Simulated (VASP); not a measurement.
# HgTe (F-43m) in VASP: notebook

The runs below take HgTe through relaxation of cell and atoms, single point, with PBE.

All numbers are computed with VASP 6.6.1; they aren't measurements. Logs are shortened: lines on timing, memory, paths and dates and some standing lists are left out, and cuts for length are marked.

## Step 1: The cell of the first run

It takes space group F-43m (No. 216, cubic). Conventional cell: a = 6.580 Å, b = 6.580 Å, c = 6.580 Å, α = 90.00°, β = 90.00°, γ = 90.00°. Hg (site symmetry -43m) has 4 Te at 2.85 Å within 3.8 Å. Te (site symmetry -43m) has 4 Hg at 2.85 Å within 3.8 Å.

## Step 2: Relaxation of cell and atoms, PBE

INCAR

```
SYSTEM = HgTe
ALGO = Normal ; EDIFF = 1E-6
EDIFFG = -0.01 ; ENCUT = 600
GGA = PE ; IBRION = 2
ISIF = 3 ; ISMEAR = 0
LASPH = .True. ; LCHARG = .False.
LREAL = .False. ; LWAVE = .False.
NELM = 80 ; NSW = 100
PREC = Accurate ; SIGMA = 0.1
```

KPOINTS

```
k-points
0
Gamma
  14 14 14
  0 0 0
```

POSCAR

```
HgTe
1.0
    0.0000000000      3.2899842045      3.2899842045
    3.2899842045      0.0000000000      3.2899842045
    3.2899842045      3.2899842045      0.0000000000
Hg Te
1 1
Direct
    0.0000000000      0.0000000000      0.0000000000
    0.2500000000      0.2500000000      0.2500000000
```

Potentials or basis: VASP PAW PBE potentials, release 64 (Hg, Te).

Started as:

```sh
$ cat potpaw_PBE.64/Hg/POTCAR potpaw_PBE.64/Te/POTCAR > POTCAR
$ mpirun -np 1 vasp_std > vasp.out
```

OUTCAR:

```text
SYSTEM = HgTe
   EDIFF = 1E-6
   EDIFFG = -0.01
   ENCUT = 600
   GGA = PE
   IBRION = 2
   ISIF = 3
   ISMEAR = 0
   LASPH = .True.
   LREAL = .False.
   NELM = 80
   NSW = 100
   PREC = Accurate

 ion  position               nearest neighbor table
   1  0.000  0.000  0.000-   2 2.85   2 2.85   2 2.85   2 2.85
   2  0.250  0.250  0.250-   1 2.85   1 2.85   1 2.85   1 2.85

  LATTYP: Found a face centered cubic cell.
 ALAT       =     6.5799684090

  Lattice vectors:

 A1 = (   0.0000000000,   3.2899842045,   3.2899842045)
 A2 = (   3.2899842045,   0.0000000000,   3.2899842045)
 A3 = (   3.2899842045,   3.2899842045,   0.0000000000)

Analysis of symmetry for initial positions (statically):
=====================================================================
 Subroutine PRICEL returns:
 Original cell was already a primitive cell.

 Routine SETGRP: Setting up the symmetry group for a
 face centered cubic supercell.

 Subroutine GETGRP returns: Found 24 space group operations
 (whereof 24 operations were pure point group operations)
 out of a pool of 48 trial point group operations.

The static configuration has the point symmetry T_d .

Analysis of symmetry for dynamics (positions and initial velocities):
=====================================================================
 Subroutine PRICEL returns:
 Original cell was already a primitive cell.

 Routine SETGRP: Setting up the symmetry group for a
 face centered cubic supercell.

 Subroutine GETGRP returns: Found 24 space group operations
 (whereof 24 operations were pure point group operations)
 out of a pool of 48 trial point group operations.

The dynamic configuration has the point symmetry T_d .

 Subroutine INISYM returns: Found 24 space group operations
 (whereof 24 operations are pure point group operations),
 and found     1 'primitive' translations

----------------------------------------------------------------------------------------

                                     Primitive cell

  volume of cell :      71.2216

  direct lattice vectors                    reciprocal lattice vectors
     0.000000000  3.289984205  3.289984205    -0.151976414  0.151976414  0.151976414
     3.289984205  0.000000000  3.289984205     0.151976414 -0.151976414  0.151976414
     3.289984205  3.289984205  0.000000000     0.151976414  0.151976414 -0.151976414

  length of vectors
     4.652740282  4.652740282  4.652740282     0.263230870  0.263230870  0.263230870

  position of ions in fractional coordinates (direct lattice)
     0.000000000  0.000000000  0.000000000
     0.250000000  0.250000000  0.250000000

  ion indices of the primitive-cell ions
   primitive index   ion index
                 1           1
                 2           2

----------------------------------------------------------------------------------------

 KPOINTS: k-points

Automatic generation of k-mesh.
 Grid dimensions read from file:
 generate k-points for:   14   14   14

 Generating k-lattice:

  Cartesian coordinates                     Fractional coordinates (reciprocal lattice)
    -0.010855458  0.010855458  0.010855458     0.071428571  0.000000000  0.000000000
     0.010855458 -0.010855458  0.010855458     0.000000000  0.071428571  0.000000000
     0.010855458  0.010855458 -0.010855458     0.000000000  0.000000000  0.071428571

  Length of vectors
     0.018802205  0.018802205  0.018802205

  Shift w.r.t. Gamma in fractional coordinates (k-lattice)
     0.000000000  0.000000000  0.000000000

 Subroutine IBZKPT returns following result:
 ===========================================

 Found    104 irreducible k-points:

 Following reciprocal coordinates:
            Coordinates               Weight
  0.000000  0.000000  0.000000      1.000000
  0.071429  0.000000  0.000000      8.000000
  0.142857  0.000000  0.000000      8.000000
  0.214286  0.000000  0.000000      8.000000
  0.285714  0.000000  0.000000      8.000000
  0.357143  0.000000  0.000000      8.000000
[... 16 lines left out ...]
  0.214286  0.142857  0.000000     24.000000
  0.285714  0.142857  0.000000     24.000000
 [... further k-points ...]
   k-points           NKPTS =    104   k-points in BZ     NKDIM =    104   number of bands    NBANDS=     13
   number of dos      NEDOS =    301   number of ions     NIONS =      2
   total plane-waves  NPLWV =  64000
   dimension x,y,z NGX =    40 NGY =   40 NGZ =   40
   dimension x,y,z NGXF=    80 NGYF=   80 NGZF=   80
   ions per type =               1   1
   NGX,Y,Z   is equivalent  to a cutoff of  14.29, 14.29, 14.29 a.u.
   NGXF,Y,Z  is equivalent  to a cutoff of  28.58, 28.58, 28.58 a.u.
 SYSTEM =  HgTe
   PREC   = accura    normal or accurate (medium, high low for compatibility)
   ISTART =      0    job   : 0-new  1-cont  2-samecut
   ICHARG =      2    charge: 1-file 2-atom 10-const
   ISPIN  =      1    spin polarized calculation?
   LNONCOLLINEAR =      F non collinear calculations
   LSORBIT =      F    spin-orbit coupling
   LASPH  =      T    aspherical Exc in radial PAW
   ENCUT  =  600.0 eV  44.10 Ry    6.64 a.u.   9.29  9.29  9.29*2*pi/ulx,y,z
   NELM   =     80;   NELMIN=  2; NELMDL= -5     # of ELM steps
   EDIFF  = 0.1E-05   stopping-criterion for ELM
   LREAL  =      F    real-space projection
   EDIFFG = -.1E-01   stopping-criterion for IOM
   NSW    =    100    number of steps for IOM
   IBRION =      2    ionic relax: 0-MD 1-quasi-New 2-CG
   NFREE  =      1    steps in history (QN), initial steepest desc. (CG)
   ISIF   =      3    stress and relaxation
   ISYM   =      2    0-nonsym 1-usesym 2-fastsym
   POTIM  = 0.5000    time-step for ionic-motion
   TEBEG  =    0.0;   TEEND  =   0.0 temperature during run
   PSTRESS=    0.0 pullay stress
   NELECT =      18.0000    total number of electrons
   NUPDOWN=      -1.0000    fix difference up-down
   EMIN   =  10.00;   EMAX   =-10.00  energy-range for DOS
   EFERMI =   0.00;   METHOD = LEGACY
   ISMEAR =     0;   SIGMA  =   0.10  broadening in eV -4-tet -1-fermi 0-gaus
   EFERMI_NEDOS =   21; number of points for ismear=-14 and -15
   IALGO  =     38    algorithm
   IMIX   =      4    mixing-type and parameters
     AMIX     =   0.40;   BMIX     =  1.00
     AMIX_MAG =   1.60;   BMIX_MAG =  1.00
  volume/ion in A,a.u.               =      35.61       240.31
  Fermi-wavevector in a.u.,A,eV,Ry     =   1.035051  1.955963 14.576344  1.071331
  Thomas-Fermi vector in A             =   2.169376
   LORBIT       =      0    0 simple, 1 ext, 2 COOP (PROOUT), +10 PAW based schemes
   GGA     = PE    functional components
   LHFCALC =     F    Hartree Fock is set to
   AEXX    =    0.0000 exact exchange contribution
   IVDW    =     0    specifies the selected vdW correction
   LEPSILON=     F    determine dielectric tensor
   LRPA    =     F    only Hartree local field effects (RPA)
 conjugate gradient relaxation of ions
 non-spin polarized calculation
 Gauss-broadening in eV      SIGMA  =   0.10
  energy-cutoff  :      600.00
  volume of cell :       71.22
 maximum number of plane-waves:      2421
 NGX is ok and might be reduce to    40
   NGX = 19   NGY = 19   NGZ = 19

--------------------------------------- Ionic step        1  -------------------------------------------

 number of electron      17.9999999 magnetization

 Free energy of the ion-electron system (eV)
  ---------------------------------------------------
  ext. energy  EPLUGINS =         0.00000000
  ---------------------------------------------------
  free energy    TOTEN  =        -3.64248742 eV

  energy without entropy =       -3.64237710  energy(sigma->0) =       -3.64243226

------------------------ aborting loop because EDIFF is reached ----------------------------------------

  FORCE on cell =-STRESS in cart. coord.  units (eV):
  Direction    XX          YY          ZZ          XY          YZ          ZX
  --------------------------------------------------------------------------------------
  -------------------------------------------------------------------------------------
  Total        0.5615891      0.5615891      0.5615891      0.0000000     -0.0000000      0.0000000
  in kB       12.6333304     12.6333304     12.6333304      0.0000000     -0.0000000      0.0000000
  external PRESSURE =      12.6333304 kB  Pullay stress =       0.0000000 kB
[... 57 lines left out ...]
  energy  without entropy=       -3.6513734197  energy(sigma->0) =       -3.65143200

--------------------------------------- Ionic step        3  -------------------------------------------

 number of electron      18.0000002 magnetization

 Free energy of the ion-electron system (eV)
  ---------------------------------------------------
  ext. energy  EPLUGINS =         0.00000000
  ---------------------------------------------------
  free energy    TOTEN  =        -3.65183016 eV

  energy without entropy =       -3.65171460  energy(sigma->0) =       -3.65177238

 E-fermi :   2.3030     XC(G=0):  -8.3500

 val. band max:        2.2180977980   @ k =   0.0000   0.0000   0.0000
 cond. band min:       2.5027038622   @ k =   0.0714   0.0000   0.0000
 fundamental gap:      0.2846060642
 Fermi energy:         2.3029739679

 k-point     1 :       0.0000    0.0000    0.0000
  band No.  band energies     occupation
      1      -9.1851      2.00000
      2      -4.6651      2.00000
      3      -4.6651      2.00000
      4      -4.6651      2.00000
      5      -4.2348      2.00000
      6      -4.2348      2.00000
      7       1.2912      2.00000
      8       2.2181      1.76999
      9       2.2181      1.76999
     10       2.2181      1.76999
     11       6.5940      0.00000
     12       6.5940      0.00000
     13       6.5940      0.00000
[... 353 lines left out ...]
 k-point    24 :       0.2857    0.1429    0.0000
  band No.  band energies     occupation
      1      -8.9167      2.00000
      2      -4.6005      2.00000
      3      -4.5705      2.00000
      4      -4.5132      2.00000
      5      -4.2490      2.00000
      6      -4.2172      2.00000
      7      -1.0104      2.00000
      8       1.2986      2.00000
      9       1.3584      2.00000
     10       3.7958      0.00000
     11       5.9686      0.00000
     12       7.6837      0.00000
     13       7.8096      0.00000

 [... further k-points ...]
[... 5 lines left out ...]
  --------------------------------------------------------------------------------------
  -------------------------------------------------------------------------------------
  Total       -0.0000239     -0.0000239     -0.0000239      0.0000000      0.0000000      0.0000000
  in kB       -0.0005189     -0.0005189     -0.0005189      0.0000000      0.0000000      0.0000000
  external PRESSURE =      -0.0005189 kB  Pullay stress =       0.0000000 kB
[... 17 lines left out ...]
  FREE ENERGIE OF THE ION-ELECTRON SYSTEM (eV)
  ---------------------------------------------------
  free  energy   TOTEN  =        -3.6518301618 eV

  energy  without entropy=       -3.6517146027  energy(sigma->0) =       -3.65177238

 reached required accuracy - stopping structural energy minimisation
```

Wall time 2 min (1 thread of Intel Xeon 6975P-C (Granite Rapids), shared host); peak memory 0.34 GiB.

What came out:

| Quantity | Value |
| --- | --- |
| Free energy | -3.6518 eV |
| Relaxed volume | 36.83 Å³/atom |
| Relaxed cell | a = 4.705 Å, b = 4.705 Å, c = 4.705 Å, α = 60.00°, β = 60.00°, γ = 60.00° |
| Space group after relaxing (to 0.1 Å) | F-43m (No. 216) |
| Energy gained by relaxing | 4.7 meV/atom |
| Ionic steps | 3 |
| Pressure after relaxing | 0.0 GPa |
| Band gap on the k mesh | zero (filled and empty bands touch) |

Step by step:
| step | energy change (eV) | largest force (eV/Å) | pressure (GPa) | volume (Å³) |
| --- | --- | --- | --- | --- |
| 1 | 0.0000 | 0.0000 | 1.26 | 71.22 |
| 2 | -0.0090 | 0.0000 | -0.22 | 74.16 |
| 3 | -0.0093 | 0.0000 | 0.00 | 73.67 |

Final structure:
```yaml
crystal:
  lattice:
    - [0.00000, 3.32726, 3.32726]
    - [3.32726, 0.00000, 3.32726]
    - [3.32726, 3.32726, 0.00000]
  atoms:
    - { symbol: Hg, position: [0.00000, 0.00000, 0.00000] }
    - { symbol: Te, position: [0.25000, 0.25000, 0.25000] }
```

Levels at points of the mesh, in eV from the Fermi level:
| k point | band 6 | band 7 | band 8 | band 9 | band 10 | band 11 | band 12 | band 13 |
| --- | --- | --- | --- | --- | --- | --- | --- | --- |
| (0.00, 0.00, 0.00) | -6.54 | -1.01 | -0.08 | -0.08 | -0.08 | 4.29 | 4.29 | 4.29 |
| (0.50, 0.00, 0.00) | -6.29 | -5.03 | -0.91 | -0.91 | 0.62 | 5.03 | 5.03 | 6.72 |
| (0.50, 0.50, 0.00) | -6.17 | -5.06 | -2.01 | -2.01 | 1.83 | 2.63 | 7.83 | 8.42 |

Caveat: semilocal functionals underestimate gaps, so a narrow gap can read as zero; spin-orbit coupling is left out, which moves the levels of the heavy elements.

[end of part 1 of 2]
